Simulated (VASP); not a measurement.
# SnAs (Fm-3m) in VASP: further runs, part 2 of 2

VASP 6.6.1.

## (5) Relaxation of cell and atoms, LDA

This run uses another cell than the first one, of 22.92 Å³/atom, 1.065 times its volume.

Input file INCAR:

```
SYSTEM = SnAs
PREC     = Accurate       ! precision mode
ENCUT    = 600            ! plane-wave cutoff, eV
EDIFF    = 1E-6           ! SCF threshold, eV
ISMEAR   = -1             ! smearing method
SIGMA    = 0.1            ! smearing width, eV
LREAL    = .False.        ! projectors in reciprocal space
LASPH    = .True.         ! aspherical terms in the spheres
NELM     = 80             ! most SCF steps
ALGO     = Normal         ! electronic algorithm
ISIF     = 3              ! what is computed and relaxed
LWAVE    = .False.        ! write WAVECAR
LCHARG   = .False.        ! write CHGCAR
GGA      = CA             ! functional
IBRION   = 2              ! ionic algorithm
NSW      = 100            ! ionic steps
EDIFFG   = -0.002         ! ionic threshold
```

Input file KPOINTS:

```
regular mesh
0
Gamma
  12 12 12
  0 0 0
```

Input file POSCAR:

```
SnAs
1.0
    0.0000000000      2.8405000000      2.8405000000
    2.8405000000      0.0000000000      2.8405000000
    2.8405000000      2.8405000000      0.0000000000
Sn As
1 1
Direct
    0.0000000000      0.0000000000      0.0000000000
    0.5000000000      0.5000000000      0.5000000000
```

Potentials or basis: VASP PAW LDA potentials, release 64 (Sn_d, As).

Launch:

```console
> cat potpaw_LDA.64/Sn_d/POTCAR potpaw_LDA.64/As/POTCAR > POTCAR
> mpirun -np 1 vasp_std > vasp.out
```

OUTCAR:

```text
SYSTEM = SnAs
   PREC = Accurate
   ENCUT = 600
   EDIFF = 1E-6
   ISMEAR = -1
   LREAL = .False.
   LASPH = .True.
   NELM = 80
   ISIF = 3
   GGA = CA
   IBRION = 2
   NSW = 100
   EDIFFG = -0.002

 ion  position               nearest neighbor table
   1  0.000  0.000  0.000-   2 2.84   2 2.84   2 2.84   2 2.84   2 2.84   2 2.84
   2  0.500  0.500  0.500-   1 2.84   1 2.84   1 2.84   1 2.84   1 2.84   1 2.84

  LATTYP: Found a face centered cubic cell.
 ALAT       =     5.6810000000

  Lattice vectors:

 A1 = (   0.0000000000,   2.8405000000,   2.8405000000)
 A2 = (   2.8405000000,   0.0000000000,   2.8405000000)
 A3 = (   2.8405000000,   2.8405000000,   0.0000000000)

Analysis of symmetry for initial positions (statically):
=====================================================================
 Subroutine PRICEL returns:
 Original cell was already a primitive cell.

 Routine SETGRP: Setting up the symmetry group for a
 face centered cubic supercell.

 Subroutine GETGRP returns: Found 48 space group operations
 (whereof 48 operations were pure point group operations)
 out of a pool of 48 trial point group operations.

The static configuration has the point symmetry O_h .

Analysis of symmetry for dynamics (positions and initial velocities):
=====================================================================
 Subroutine PRICEL returns:
 Original cell was already a primitive cell.

 Routine SETGRP: Setting up the symmetry group for a
 face centered cubic supercell.

 Subroutine GETGRP returns: Found 48 space group operations
 (whereof 48 operations were pure point group operations)
 out of a pool of 48 trial point group operations.

The dynamic configuration has the point symmetry O_h .

 Subroutine INISYM returns: Found 48 space group operations
 (whereof 48 operations are pure point group operations),
 and found     1 'primitive' translations

----------------------------------------------------------------------------------------

                                     Primitive cell

  volume of cell :      45.8368

  direct lattice vectors                    reciprocal lattice vectors
     0.000000000  2.840500000  2.840500000    -0.176025348  0.176025348  0.176025348
     2.840500000  0.000000000  2.840500000     0.176025348 -0.176025348  0.176025348
     2.840500000  2.840500000  0.000000000     0.176025348  0.176025348 -0.176025348

  length of vectors
     4.017073624  4.017073624  4.017073624     0.304884846  0.304884846  0.304884846

  position of ions in fractional coordinates (direct lattice)
     0.000000000  0.000000000  0.000000000
     0.500000000  0.500000000  0.500000000

  ion indices of the primitive-cell ions
   primitive index   ion index
                 1           1
                 2           2

----------------------------------------------------------------------------------------

 KPOINTS: regular mesh

Automatic generation of k-mesh.
 Grid dimensions read from file:
 generate k-points for:   12   12   12
[... 47 lines left out ...]
   number of dos      NEDOS =    301   number of ions     NIONS =      2
   total plane-waves  NPLWV =  32768
   dimension x,y,z NGX =    32 NGY =   32 NGZ =   32
   dimension x,y,z NGXF=    64 NGYF=   64 NGZF=   64
   ions per type =               1   1
   NGX,Y,Z   is equivalent  to a cutoff of  13.24, 13.24, 13.24 a.u.
   NGXF,Y,Z  is equivalent  to a cutoff of  26.49, 26.49, 26.49 a.u.
 SYSTEM =  SnAs
   PREC   = accura    normal or accurate (medium, high low for compatibility)
   ISTART =      0    job   : 0-new  1-cont  2-samecut
   ICHARG =      2    charge: 1-file 2-atom 10-const
   ISPIN  =      1    spin polarized calculation?
   LNONCOLLINEAR =      F non collinear calculations
   LSORBIT =      F    spin-orbit coupling
   LASPH  =      T    aspherical Exc in radial PAW
   ENCUT  =  600.0 eV  44.10 Ry    6.64 a.u.   8.02  8.02  8.02*2*pi/ulx,y,z
   NELM   =     80;   NELMIN=  2; NELMDL= -5     # of ELM steps
   EDIFF  = 0.1E-05   stopping-criterion for ELM
   LREAL  =      F    real-space projection
   EDIFFG = -.2E-02   stopping-criterion for IOM
   NSW    =    100    number of steps for IOM
   IBRION =      2    ionic relax: 0-MD 1-quasi-New 2-CG
   NFREE  =      1    steps in history (QN), initial steepest desc. (CG)
   ISIF   =      3    stress and relaxation
   ISYM   =      2    0-nonsym 1-usesym 2-fastsym
   POTIM  = 0.5000    time-step for ionic-motion
   TEBEG  =    0.0;   TEEND  =   0.0 temperature during run
   PSTRESS=    0.0 pullay stress
   NELECT =      19.0000    total number of electrons
   NUPDOWN=      -1.0000    fix difference up-down
   EMIN   =  10.00;   EMAX   =-10.00  energy-range for DOS
   EFERMI =   0.00;   METHOD = LEGACY
   ISMEAR =    -1;   SIGMA  =   0.10  broadening in eV -4-tet -1-fermi 0-gaus
   EFERMI_NEDOS =   21; number of points for ismear=-14 and -15
   IALGO  =     38    algorithm
   IMIX   =      4    mixing-type and parameters
     AMIX     =   0.40;   BMIX     =  1.00
     AMIX_MAG =   1.60;   BMIX_MAG =  1.00
  volume/ion in A,a.u.               =      22.92       154.66
  Fermi-wavevector in a.u.,A,eV,Ry     =   1.220641  2.306677 20.272193  1.489964
  Thomas-Fermi vector in A             =   2.355851
   LORBIT       =      0    0 simple, 1 ext, 2 COOP (PROOUT), +10 PAW based schemes
   GGA     = CA    functional components
   LHFCALC =     F    Hartree Fock is set to
   AEXX    =    0.0000 exact exchange contribution
   IVDW    =     0    specifies the selected vdW correction
   LEPSILON=     F    determine dielectric tensor
   LRPA    =     F    only Hartree local field effects (RPA)
 conjugate gradient relaxation of ions
 non-spin polarized calculation
  energy-cutoff  :      600.00
  volume of cell :       45.84
 maximum number of plane-waves:      1550
   NGX = 17   NGY = 17   NGZ = 17

--------------------------------------- Ionic step        1  -------------------------------------------

 number of electron      19.0000005 magnetization

 Free energy of the ion-electron system (eV)
  ---------------------------------------------------
  ext. energy  EPLUGINS =         0.00000000
  ---------------------------------------------------
  free energy    TOTEN  =       -10.07839627 eV

  energy without entropy =      -10.06142657  energy(sigma->0) =      -10.06991142

------------------------ aborting loop because EDIFF is reached ----------------------------------------

  FORCE on cell =-STRESS in cart. coord.  units (eV):
  Direction    XX          YY          ZZ          XY          YZ          ZX
  --------------------------------------------------------------------------------------
  -------------------------------------------------------------------------------------
  Total       -0.0743136     -0.0743136     -0.0743136     -0.0000000     -0.0000000      0.0000000
  in kB       -2.5975531     -2.5975531     -2.5975531     -0.0000000     -0.0000000      0.0000000
  external PRESSURE =      -2.5975531 kB  Pullay stress =       0.0000000 kB
[... 59 lines left out ...]
--------------------------------------- Ionic step        3  -------------------------------------------

 number of electron      19.0000004 magnetization

 Free energy of the ion-electron system (eV)
  ---------------------------------------------------
  ext. energy  EPLUGINS =         0.00000000
  ---------------------------------------------------
  free energy    TOTEN  =       -10.07850228 eV

  energy without entropy =      -10.06163123  energy(sigma->0) =      -10.07006675

 E-fermi :   7.2370     XC(G=0): -10.6524

 val. band max:        7.2167939177   @ k =  -0.4167   0.2500   0.0833
 cond. band min:       7.3471794165   @ k =   0.2500   0.1667   0.0000
 fundamental gap:      0.1303854988
 Fermi energy:         7.2370459151

 k-point     1 :       0.0000    0.0000    0.0000
  band No.  band energies     occupation
      1     -14.2692      2.00000
      2     -14.2692      2.00000
      3     -14.2546      2.00000
      4     -14.2546      2.00000
      5     -14.2546      2.00000
      6      -6.1730      2.00000
      7       4.6103      2.00000
      8       6.0923      1.99998
      9       6.0923      1.99998
     10       6.0923      1.99998
     11      12.7344      0.00000
     12      12.7344      0.00000
     13      12.7344      0.00000
[... 354 lines left out ...]
  band No.  band energies     occupation
      1     -14.2916      2.00000
      2     -14.2798      2.00000
      3     -14.2474      2.00000
      4     -14.2341      2.00000
      5     -14.2293      2.00000
      6      -3.8228      2.00000
      7      -1.0922      2.00000
      8       4.1150      2.00000
      9       5.7875      2.00000
     10       7.0189      1.79706
     11       9.7510      0.00000
     12      10.1117      0.00000
     13      12.5787      0.00000

 [... further k-points ...]
[... 5 lines left out ...]
  --------------------------------------------------------------------------------------
  -------------------------------------------------------------------------------------
  Total       -0.0008017     -0.0008017     -0.0008017     -0.0000000     -0.0000000      0.0000000
  in kB       -0.0281076     -0.0281076     -0.0281076     -0.0000000     -0.0000000      0.0000000
  external PRESSURE =      -0.0281076 kB  Pullay stress =       0.0000000 kB
[... 17 lines left out ...]
  FREE ENERGIE OF THE ION-ELECTRON SYSTEM (eV)
  ---------------------------------------------------
  free  energy   TOTEN  =       -10.0785022809 eV

  energy  without entropy=      -10.0616312253  energy(sigma->0) =      -10.07006675

 reached required accuracy - stopping structural energy minimisation
```

It took 26 s on 1 thread of Intel Xeon 6975P-C (Granite Rapids), shared host; peak memory 0.2 GiB.

What came out:

- Free energy: -10.0785 eV
- Relaxed volume: 22.85 Å³/atom
- Relaxed cell: a = 4.013 Å, b = 4.013 Å, c = 4.013 Å, α = 60.00°, β = 60.00°, γ = 60.00°
- Space group after relaxing (to 0.05 Å): Fm-3m (No. 225)
- Energy gained by relaxing: 0.1 meV/atom
- Ionic steps: 3
- Pressure after relaxing: 0.0 GPa

Step by step:
```csv
step,energy change (eV),largest force (eV/Å),pressure (GPa),volume (Å³)
1,0.0000,0.0000,-0.26,45.84
2,0.0000,0.0000,0.17,45.59
3,-0.0001,0.0000,0.00,45.70
```

Final structure:
```yaml
crystal:
  lattice:
    - [0.00000, 2.83766, 2.83766]
    - [2.83766, 0.00000, 2.83766]
    - [2.83766, 2.83766, 0.00000]
  atoms:
    - { symbol: Sn, position: [0.00000, 0.00000, 0.00000] }
    - { symbol: As, position: [0.50000, 0.50000, 0.50000] }
```

Caveat: spin-orbit coupling is left out, which moves the levels of the heavy elements.

## (6) The runs side by side

| task | cell | cutoff (eV) | gap on the mesh (eV) | pressure (GPa) |
| --- | --- | --- | --- | --- |
| single point | a = 3.934 Å, angles 60.0°, 2 atoms | 520 | none | 5.3 |
| single point | a = 4.009 Å, angles 60.0°, 2 atoms | 520 | none | 0.2 |
| relaxation of cell and atoms | relaxed to 5 GPa from a = 4.009 Å, angles 60.0°, 2 atoms | 600 | none | 5.0 |
| relaxation of cell and atoms | relaxed from a = 4.017 Å, angles 60.0°, 2 atoms | 600 | none | 0.0 |

Alike in all rows: level LDA; potentials or basis VASP PAW LDA potentials, release 64 (Sn_d, As); no spin polarisation; k mesh 12 × 12 × 12; smearing fermi-dirac 0.1 eV.

Caveats: spin-orbit coupling is left out, which moves the levels of the heavy elements; the cell is relaxed towards a set pressure, so the enthalpy falls and the energy may rise (some runs).

Total energies depend on the potentials used, so only differences within one code and one set of settings carry meaning.
